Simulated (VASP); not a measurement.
# MgCd2TeSe2 (P4/mmm) in VASP: notebook, part 2 of 2

VASP 6.6.1. Earlier steps stand in the parts before.

## 4. Relaxation of cell and atoms, PBE

Input file INCAR:

```
SYSTEM = MgCd2TeSe2
PREC = Accurate ; ENCUT = 600
EDIFF = 1E-6 ; ISMEAR = 0
SIGMA = 0.1 ; LREAL = .FALSE.
LASPH = .TRUE. ; NELM = 100
ALGO = Normal ; ISIF = 3
LWAVE = .FALSE. ; LCHARG = .FALSE.
GGA = PE ; IBRION = 2
NSW = 90 ; EDIFFG = -0.04
```

Input file KPOINTS:

```
Automatic mesh
0
G
  4 4 2
  0 0 0
```

Input file POSCAR:

```
MgCd2TeSe2
1.0
    4.6191185900      0.0000000000      0.0000000000
    0.0000000000      4.6191185900      0.0000000000
    0.0000000000      0.0000000000      8.9856278700
Mg Cd Te Se
1 2 1 2
Direct
    0.5000000000      0.5000000000      0.5000000000
    0.0000000000      0.0000000000      0.2377023200
    0.0000000000      0.0000000000      0.7622976800
    0.0000000000      0.0000000000      0.0000000000
    0.5000000000      0.5000000000      0.0000000000
    0.0000000000      0.0000000000      0.5000000000
```

The run is started by

```bash
> cat potpaw_PBE.64/Mg/POTCAR potpaw_PBE.64/Cd/POTCAR potpaw_PBE.64/Te/POTCAR potpaw_PBE.64/Se/POTCAR > POTCAR
> mpirun -np 1 vasp_std > vasp.out
```

Run time: 11 min. Hardware: 1 thread of AMD EPYC 9R45 (Zen 5), shared host; peak memory 0.39 GiB.

Results (log left out):

```
Free energy                           : -13.5522 eV
Relaxed volume                        : 32.42 Å³/atom
Relaxed cell                          : a = 4.002 Å, b = 4.002 Å, c = 12.148 Å, α = 90.00°, β = 90.00°, γ = 90.00°
Space group after relaxing (to 0.1 Å) : P4/mmm (No. 123)
Energy gained by relaxing             : 1197.0 meV/atom
Ionic steps                           : 24
Pressure after relaxing               : 0.0 GPa
Largest force after relaxing          : 0.021 eV/Å
Band gap on the k mesh                : zero (bands 22 and 23 overlap by 1.62 eV)
```

Forces on the atoms (eV/Å):
```
Mg   0.000  0.000  0.000
Cd   0.000  0.000  0.021
Cd   0.000  0.000 -0.021
Te   0.000  0.000  0.000
Se   0.000  0.000  0.000
Se   0.000  0.000  0.000
```

The path:
| step | energy change (eV) | largest force (eV/Å) | pressure (GPa) | volume (Å³) |
| --- | --- | --- | --- | --- |
| 1 | 0.0000 | 8.9497 | 15.83 | 191.72 |
| 2 | -4.9727 | 0.6193 | -4.14 | 275.87 |
| 3 | -5.0174 | 0.6769 | -4.14 | 272.69 |
| 4 | -5.0662 | 0.7423 | -4.14 | 269.48 |
| 5 | -5.4201 | 1.1851 | -2.30 | 231.33 |
| 6 | -5.3986 | 1.1773 | -3.53 | 245.68 |
| 7 | -5.4341 | 1.2026 | -3.12 | 239.40 |
| 8 | -6.3876 | 0.9927 | -2.88 | 218.03 |
| 9 | -5.2556 | 0.1941 | 13.88 | 156.46 |
| 10 | -6.9341 | 0.7811 | -1.45 | 200.90 |
| 11 | -7.0393 | 0.5068 | 1.31 | 185.87 |
| 12 | -7.0594 | 0.5835 | 0.36 | 190.23 |
| 13 | -7.0590 | 0.5662 | 0.56 | 189.27 |
| 14 | -7.0986 | 0.4425 | 0.18 | 191.69 |
| 15 | -7.1431 | 0.2711 | -0.37 | 196.95 |
| 16 | -7.1228 | 0.0259 | -1.10 | 207.71 |
| 17 | -7.1505 | 0.1538 | -0.70 | 200.94 |
| 18 | -7.1753 | 0.0262 | 0.06 | 195.67 |
| 19 | -7.1753 | 0.0303 | 0.06 | 195.57 |
| 20 | -7.1808 | 0.0626 | -0.08 | 195.59 |
| 21 | -7.1808 | 0.0582 | -0.06 | 195.59 |
| 22 | -7.1816 | 0.0493 | 0.02 | 194.87 |
| 23 | -7.1818 | 0.0418 | 0.09 | 194.27 |
| 24 | -7.1822 | 0.0206 | 0.02 | 194.51 |

Final structure:
```yaml
crystal:
  lattice:
    - [4.00154, 0.00000, 0.00000]
    - [0.00000, 4.00154, 0.00000]
    - [0.00000, 0.00000, 12.14773]
  atoms:
    - { symbol: Mg, position: [0.50000, 0.50000, 0.50000] }
    - { symbol: Cd, position: [0.00000, 0.00000, 0.24583] }
    - { symbol: Cd, position: [0.00000, 0.00000, 0.75417] }
    - { symbol: Te, position: [0.00000, 0.00000, 0.00000] }
    - { symbol: Se, position: [0.50000, 0.50000, 0.00000] }
    - { symbol: Se, position: [0.00000, 0.00000, 0.50000] }
```

Levels at points of the mesh, in eV from the Fermi level:
```
           k point  band 19  band 20  band 21  band 22  band 23  band 24  band 25  band 26
(0.00, 0.00, 0.00)    -2.62    -2.62    -0.65    -0.39     0.71     2.72     3.21     3.21
(0.50, 0.00, 0.00)    -2.13    -1.92    -1.41    -1.39    -1.05     0.10     0.69     1.17
(0.50, 0.50, 0.00)    -2.76    -1.67    -0.75    -0.44     1.07     1.07     2.09     2.09
(0.00, 0.00, 0.50)    -2.62    -2.28    -1.66    -0.25     0.46     3.21     3.21     3.23
(0.50, 0.00, 0.50)    -2.13    -1.45    -1.40    -1.19    -0.48    -0.44    -0.15     1.10
(0.50, 0.50, 0.50)    -3.05    -1.68    -0.74     0.57     0.81     1.45     1.45     1.50
```

Caveat: a cell axis changed by over 15 % at a fixed basis, so the end point is rough; spin-orbit coupling is left out, which moves the levels of the heavy elements.

## 5. Single point, PBE

This run uses another cell than the first one, of 32.16 Å³/atom.

Input file INCAR:

```
PREC = Accurate
ENCUT = 520
EDIFF = 1E-6
ISMEAR = 0
SIGMA = 0.1
LREAL = F
LASPH = T
NELM = 60
ALGO = Normal
ISIF = 2
LWAVE = F
LCHARG = F
GGA = PE
NBANDS = 31
```

Input file KPOINTS:

```
Automatic mesh
0
Gamma
  10 10 4
```

Input file POSCAR:

```
MgCd2TeSe2
1.0
    3.9618866883      0.0000000000      0.0000000000
    0.0000000000      3.9618866883      0.0000000000
    0.0000000000      0.0000000000     12.2930776155
Mg Cd Te Se
1 2 1 2
Direct
    0.5000000000      0.5000000000      0.5000000000
    0.0000000000      0.0000000000      0.2475188673
    0.0000000000      0.0000000000      0.7524811327
    0.0000000000      0.0000000000      0.0000000000
    0.5000000000      0.5000000000      0.0000000000
    0.0000000000      0.0000000000      0.5000000000
```

Potentials or basis: VASP PAW PBE potentials, release 64 (Mg, Cd, Te, Se).

The run is started by

```bash
> cat potpaw_PBE.64/Mg/POTCAR potpaw_PBE.64/Cd/POTCAR potpaw_PBE.64/Te/POTCAR potpaw_PBE.64/Se/POTCAR > POTCAR
> mpirun -np 1 vasp_std > vasp.out
```

OUTCAR:

```text
PREC = Accurate
   ENCUT = 520
   EDIFF = 1E-6
   ISMEAR = 0
   LREAL = F
   LASPH = T
   NELM = 60
   ISIF = 2
   GGA = PE

 ion  position               nearest neighbor table
   1  0.500  0.500  0.500-   6 2.80   6 2.80   6 2.80   6 2.80
   2  0.000  0.000  0.248-   4 3.04   6 3.10
   3  0.000  0.000  0.752-   4 3.04   6 3.10
   4  0.000  0.000  0.000-   5 2.80   5 2.80   5 2.80   5 2.80   2 3.04   3 3.04
   5  0.500  0.500  0.000-   4 2.80   4 2.80   4 2.80   4 2.80
   6  0.000  0.000  0.500-   1 2.80   1 2.80   1 2.80   1 2.80   3 3.10   2 3.10

  LATTYP: Found a simple tetragonal cell.
 ALAT       =     3.9618866883
 C/A-ratio  =     3.1028342259

  Lattice vectors:

 A1 = (   3.9618866883,   0.0000000000,   0.0000000000)
 A2 = (   0.0000000000,   3.9618866883,   0.0000000000)
 A3 = (   0.0000000000,   0.0000000000,  12.2930776155)

Analysis of symmetry for initial positions (statically):
=====================================================================
 Subroutine PRICEL returns:
 Original cell was already a primitive cell.

 Routine SETGRP: Setting up the symmetry group for a
[... 173 lines left out ...]
  free energy    TOTEN  =       -13.51041082 eV

  energy without entropy =      -13.49839133  energy(sigma->0) =      -13.50440107

 E-fermi :   2.3901     XC(G=0):  -8.3930

 val. band max:        2.3884646749   @ k =   0.1000   0.1000   0.2500
 cond. band min:       2.4327030870   @ k =   0.5000   0.0000   0.0000
 fundamental gap:      0.0442384121
 Fermi energy:         2.3900945335

 k-point     1 :       0.0000    0.0000    0.0000
  band No.  band energies     occupation
      1     -12.5467      2.00000
      2     -11.2571      2.00000
      3      -6.8566      2.00000
      4      -6.1568      2.00000
      5      -6.1075      2.00000
      6      -6.1072      2.00000
[... 805 lines left out ...]
     30       7.0050      0.00000
     31       7.3732      0.00000

 [... further k-points ...]
[... 5 lines left out ...]
  --------------------------------------------------------------------------------------
  -------------------------------------------------------------------------------------
  Total       -0.0237620     -0.0237620      0.0838630      0.0000000      0.0000000      0.0000000
  in kB       -0.1973012     -0.1973012      0.6963316      0.0000000      0.0000000      0.0000000
  external PRESSURE =       0.1005764 kB  Pullay stress =       0.0000000 kB

 VOLUME and BASIS-vectors are now :
 -----------------------------------------------------------------------------
  energy-cutoff  :      520.00
  volume of cell :      192.96
      direct lattice vectors                 reciprocal lattice vectors
     3.961886688  0.000000000  0.000000000     0.252404998  0.000000000  0.000000000
     0.000000000  3.961886688  0.000000000     0.000000000  0.252404998  0.000000000
     0.000000000  0.000000000 12.293077615     0.000000000  0.000000000  0.081346595

 POSITION                                       TOTAL-FORCE (eV/Angst)
 -----------------------------------------------------------------------------------
      1.98094      1.98094      6.14654        -0.000000     -0.000000      0.000000
      0.00000      0.00000      3.04277         0.000000      0.000000      0.004016
      0.00000      0.00000      9.25031         0.000000      0.000000     -0.004016
      0.00000      0.00000      0.00000        -0.000000     -0.000000      0.000000
      1.98094      1.98094      0.00000        -0.000000     -0.000000      0.000000
      0.00000      0.00000      6.14654        -0.000000     -0.000000      0.000000
 -----------------------------------------------------------------------------------
    total drift:                               -0.000000      0.000000      0.000000

  FREE ENERGIE OF THE ION-ELECTRON SYSTEM (eV)
  ---------------------------------------------------
  free  energy   TOTEN  =       -13.5104108171 eV

  energy  without entropy=      -13.4983913269  energy(sigma->0) =      -13.50440107
```

It took 2.5 min on 1 thread of AMD EPYC 9R45 (Zen 5), shared host; peak memory 0.52 GiB.

Results:

* Free energy: -13.5104 eV
* Pressure: 0.0 GPa
* Largest force: 0.004 eV/Å
* Band gap on the k mesh: zero (bands 22 and 23 overlap by 1.71 eV)

Forces on the atoms (eV/Å):
```
Mg   0.000  0.000  0.000
Cd   0.000  0.000  0.004
Cd   0.000  0.000 -0.004
Te   0.000  0.000  0.000
Se   0.000  0.000  0.000
Se   0.000  0.000  0.000
```

Levels at points of the mesh, in eV from the Fermi level:
```tsv
k point	band 20	band 21	band 22	band 23	band 24	band 25
(0.00, 0.00, 0.00)	-2.59	-0.81	-0.28	0.64	2.56	3.06
(0.50, 0.00, 0.00)	-1.96	-1.54	-1.50	-1.14	0.04	0.61
(0.50, 0.50, 0.00)	-1.84	-0.65	-0.40	1.08	1.08	2.06
(0.00, 0.00, 0.50)	-2.42	-1.79	-0.18	0.48	3.06	3.19
(0.50, 0.00, 0.50)	-1.54	-1.52	-1.29	-0.56	-0.54	-0.20
(0.50, 0.50, 0.50)	-1.84	-0.65	0.56	0.77	1.45	1.45
```

Caveat: spin-orbit coupling is left out, which moves the levels of the heavy elements.

## 6. The runs side by side

| task | cell | k mesh | cutoff (eV) | gap on the mesh (eV) | pressure (GPa) | largest force (eV/Å) |
| --- | --- | --- | --- | --- | --- | --- |
| single point | a = 4.619, b = 4.619, c = 8.986 Å, 6 atoms, atomic positions A | 4 × 4 × 2 | 520 | none | 15.9 | 8.95 |
| single point | a = 4.009, b = 4.009, c = 12.135 Å, 6 atoms, atomic positions B | 4 × 4 × 2 | 520 | none | 0.0 | 0.04 |
| relaxation of cell and atoms | relaxed from a = 4.619, b = 4.619, c = 8.986 Å, 6 atoms, atomic positions A | 4 × 4 × 2 | 600 | none | 0.0 | 0.02 |
| single point | a = 3.962, b = 3.962, c = 12.293 Å, 6 atoms, atomic positions C | 10 × 10 × 4 | 520 | none | 0.0 | - |

Alike in all rows: level PBE; potentials or basis VASP PAW PBE potentials, release 64 (Mg, Cd, Te, Se); no spin polarisation; smearing gaussian 0.1 eV.

Caveats: some runs use coarse meshes; spin-orbit coupling is left out, which moves the levels of the heavy elements; the stress differs along the axes, from -2 to 51 GPa (at least some runs); forces of over 1 eV/Å act on the atoms, so gaps and moduli don't describe the material at rest (at least some runs); a cell axis changed by over 15 % at a fixed basis, so the end point is rough (at least some runs).

Total energies depend on the potentials used, so only differences within one code and one set of settings carry meaning.

The gap in the log of VASP goes by the Fermi energy; the results here count the filled bands.